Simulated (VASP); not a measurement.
Wanted: the native input for a VASP 6.6.1 run.

```
Task                   : single point
Functional             : LDA
Potentials or basis    : VASP PAW LDA potentials, release 64 (K_sv, Br)
Cutoff                 : 520 eV
k mesh                 : 6 × 6 × 6
Occupations            : gaussian, width 0.05 eV
Spin                   : no spin polarisation
Dipole correction      : no
Further INCAR settings : ALGO = Normal; EDIFF = 1e-06; NBANDS = 15
```

The structure of KBr lies in POSCAR:

```
KBr
1.0
    4.0434990000      0.0000000000      0.0000000000
    0.0000000000      4.0434990000      0.0000000000
    0.0000000000      0.0000000000      4.0434990000
K Br
1 1
Direct
   -0.0262312461     -0.0262312461     -0.0370965839
    0.5000000000      0.5000000000      0.5000000000
```

This cell differs from its parent crystal: atom 1 (K) moved by (-0.150, -0.150) A along [1 1 0] and z.

The input as run:

INCAR

```
PREC     = Accurate       # precision mode
ENCUT    = 520            # plane-wave cutoff, eV
EDIFF    = 1E-6           # SCF threshold, eV
ISMEAR   = 0              # smearing method
SIGMA    = 0.05           # smearing width, eV
LREAL    = False          # projectors in reciprocal space
LASPH    = True           # aspherical terms in the spheres
NELM     = 100            # most SCF steps
ALGO     = Normal         # electronic algorithm
ISIF     = 2              # what is computed and relaxed
LWAVE    = False          # write WAVECAR
LCHARG   = False          # write CHGCAR
NBANDS   = 15             # bands
```

KPOINTS

```
regular mesh
0
Gamma
  6 6 6
```

Potentials or basis: VASP PAW LDA potentials, release 64 (K_sv, Br).

Launch:

```bash
$ cat potpaw_LDA.64/K_sv/POTCAR potpaw_LDA.64/Br/POTCAR > POTCAR
$ mpirun -np 1 vasp_std > vasp.out
```

Results of the run:

The pressure is -2.4 GPa, the largest force is 0.077 eV/Å and the band gap on the k mesh is 3.50 eV, indirect (least direct gap 3.76 eV).

Caveat: the cell differs from its parent crystal (atom 1 (K) moved by (-0.150, -0.150) A along [1 1 0] and z).

It took 47 s on 1 thread of Intel(R) Xeon(R) Platinum 8259CL CPU @ 2.50GHz (Skylake/Cascade Lake), on a shared host, peak memory 0.19 GiB.
